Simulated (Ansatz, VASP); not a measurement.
**Si2N: VASP beside Ansatz**

```xyz
3
Lattice="3.9097 0.0000 -0.6917 0.0000 4.1657 0.0000 -1.5961 0.0000 2.3705" Properties=species:S:1:pos:R:3 pbc="T T T"
Si    1.9548    1.3577   -0.3459
Si    0.0000    2.9898    0.0000
N    -0.7980    4.2565    1.1853
```

Alike in both runs: functional PBE; k mesh 4 × 8 × 4; occupations gaussian, width 0.1 eV; no spin polarisation.

Ansatz relaxed the structure, and its values are those at the end. VASP's run is a single point on that final structure, the one shown.

|  | VASP | Ansatz |
| --- | --- | --- |
| version | VASP 6.6.1 | Ansatz 0.2.0 |
| potentials or method | VASP PAW PBE potentials, release 64 (Si, N), cutoff 520 eV | scalar-relativistic, plane waves, PAW |
| valence electrons in the cell | 13 | 13 |

Ansatz gave:

* gap on the k mesh at the Fermi level (eV): none
* pressure (GPa): 0.1
* rms of the force components (eV/Å): 0.008

Q: Which values does VASP return?

A: gap on the k mesh at the Fermi level (eV): none; pressure (GPa): 0.0; rms of the force components (eV/Å): 0.005.

A gap of «none» marks a metal or a gap that the smearing closes.

The k mesh is coarse, so the values compare programs but aren't converged.
